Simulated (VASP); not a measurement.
Runs of VASP 6.6.1 on PbSe. Symmetry: Fm-3m, No. 225, cubic system. The conventional cell has a = 6.177 Å, b = 6.177 Å, c = 6.177 Å, α = 90.00°, β = 90.00°, γ = 90.00°. Within 4.1 Å of Pb (site symmetry m-3m) lie 6 Se at 3.09 Å. Se (site symmetry m-3m) has 6 Pb at 3.09 Å within 4.1 Å. 

```tsv
level	potentials or basis	k mesh	grid for exact exchange (PRECFOCK)	screening parameter	gap on the mesh (eV)	pressure (GPa)
LDA	VASP PAW LDA potentials, release 64 (Pb_d, Se)	4 × 4 × 4	-	-	0.25	(b)
PBE	VASP PAW PBE potentials, release 64 (Pb_d, Se)	4 × 4 × 4	-	-	0.38	0.9
PBE	VASP PAW PBE potentials, release 64 (Pb_d, Se)	6 × 6 × 6	-	-	0.38	0.9
HSE06	VASP PAW PBE potentials, release 64 (Pb_d, Se)	4 × 4 × 4	Normal	0.2079 1/Å	(a)	-0.2
r2SCAN	VASP PAW PBE potentials, release 64 (Pb_d, Se)	4 × 4 × 4	-	-	0.67	0.1
```

Alike in all rows: task single point; no spin polarisation; cell as given; cutoff (eV) 520; smearing gaussian 0.01 eV.

Question: Estimate the missing entries.

Answer: (a) 0.81; (b) -3.3.

Caveats: some runs use coarse meshes; spin-orbit coupling is left out, which moves the levels of the heavy elements; the PAW data sets were made with another functional, which shifts forces and pressure a little (some runs).

A k mesh can miss the band edges, and the runs leave out spin-orbit coupling on Pb, Se.
